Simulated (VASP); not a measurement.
ZnS, 6 atoms in the cell. Symmetry: P3_221, No. 154, trigonal system. Conventional cell: a = 6.077 Å, b = 6.077 Å, c = 3.700 Å, α = 90.00°, β = 90.00°, γ = 120.00°. Zn (site symmetry 2) has 4 S at 2.37 to 2.38 Å within 3.1 Å. S (site symmetry 2) has 4 Zn at 2.37 to 2.38 Å within 3.1 Å. The cell was built from a structure type or drawn by symmetry, and may not be a known phase.

```yaml
Program: VASP 6.6.1
Task: single point
Functional: PBE
Potentials_or_basis: VASP PAW PBE potentials, release 64 (Zn, S)
Cutoff: 520 eV
k_mesh: 6 × 6 × 8
Occupations: gaussian, width 0.02 eV
Spin: no spin polarisation
Dipole_correction: no
Further_INCAR_settings: ALGO = Normal; EDIFF = 1e-06; NBANDS = 36
```

Potentials or basis: VASP PAW PBE potentials, release 64 (Zn, S).

The run is started by

```bash
$ cat potpaw_PBE.64/Zn/POTCAR potpaw_PBE.64/S/POTCAR > POTCAR
$ mpirun -np 1 vasp_std > vasp.out
```

Hardware: 1 thread of AMD EPYC 9R45 96-Core Processor (Zen 5), with other jobs on the host.

Problem. Estimate the wall time of this run.

Solution. It took 74 s on 1 thread of AMD EPYC 9R45 96-Core Processor (Zen 5) (shared host), peak memory 0.29 GiB. Counts: scf iterations 13, k points 44.
